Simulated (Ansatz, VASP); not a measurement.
## One calculation of Pb2O, two programs

```
Pb O
1.0
     5.38000    0.00000    0.00000
     0.00000    5.38000    0.00000
     0.00000    0.00000    5.38000
Pb O
4 2
Cartesian
  4.0350 1.3450 4.0350
  1.3450 4.0350 4.0350
  4.0350 4.0350 1.3450
  1.3450 1.3450 1.3450
  2.6900 2.6900 2.6900
  0.0000 0.0000 0.0000
```

Alike in both runs: task single point; functional PBE; k mesh 5 × 5 × 5; occupations fermi-dirac, width 0.05 eV; no spin polarisation.

|  | VASP | Ansatz |
| --- | --- | --- |
| version | VASP 6.6.1 | Ansatz 0.2.0 |
| potentials or method | VASP PAW PBE potentials, release 64 (Pb_d, O) | Ansatz PAW |
| plane-wave cutoff (eV) | 520 | 420 |
| valence electrons in the cell | 68 | 68 |

```csv
,VASP,Ansatz,Ansatz less VASP
gap on the k mesh at the Fermi level (eV),none,none,-
pressure (GPa),2.9,2.9,-0.01
```

A gap of «none» marks a metal or a gap that the smearing closes.

Neither program's run includes spin-orbit coupling.
